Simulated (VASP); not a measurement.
Input of a VASP 6.6.1 run:

Contents of INCAR:

```
SYSTEM = SnO
AGGAC = 1.0 ; AGGAX = 1.0
ALDAC = 0.0 ; ALDAX = 1.0
ALGO = Normal ; EDIFF = 1E-6
ENCUT = 910 ; GGA = B5
GGA_COMPAT = .FALSE. ; ISIF = 2
ISMEAR = 0 ; LASPH = .TRUE.
LCHARG = .TRUE. ; LELF = .TRUE.
LREAL = .FALSE. ; LVHAR = .TRUE.
LWAVE = .FALSE. ; NBANDS = 28
NELM = 120 ; PREC = Accurate
SIGMA = 0.01
```

Contents of KPOINTS:

```
k-points
0
G
  6 4 4
  0 0 0
```

File POSCAR:

```
SnO
1.0
    3.3550050000      0.0000000000      0.0000000000
    0.0000000000      5.6741040000      0.0000000000
    0.0000000000      0.0000000000      4.2219700000
Sn O
2 2
Direct
    0.0000000000      0.2319090000      0.5131440000
    0.5000000000      0.7680910000      0.0131440000
    0.0000000000      0.8912500000      0.7368570000
    0.5000000000      0.1087500000      0.2368570000
```

Potentials or basis: VASP PAW PBE potentials, release 64 (Sn_d, O_h).

Run with:

```bash
$ cat potpaw_PBE.64/Sn_d/POTCAR potpaw_PBE.64/O_h/POTCAR > POTCAR
$ mpirun -np 1 vasp_std > vasp.out
```

**Question.** Estimate the band gap on the k mesh.

**Answer.** 1.82 eV (least direct gap 2.57 eV).

**Question.** Predict the pressure.

**Answer.** 4.0 GPa.

**Question.** Estimate the largest force.

**Answer.** 0.154 eV/Å.

Stress tensor (GPa, compression positive):
```
4.43 0.00 0.00
0.00 3.84 0.00
0.00 0.00 3.65
```

Caveat: the cutoff is under 1.25 times the usual one of these potentials, so pressure, stress and relaxed cells hold a basis-set (Pulay) error; the cell stands under pressure; the PAW data sets were made with another functional, which shifts forces and pressure a little; spin-orbit coupling is left out, which moves the levels of the heavy elements. A k mesh can miss the band edges.
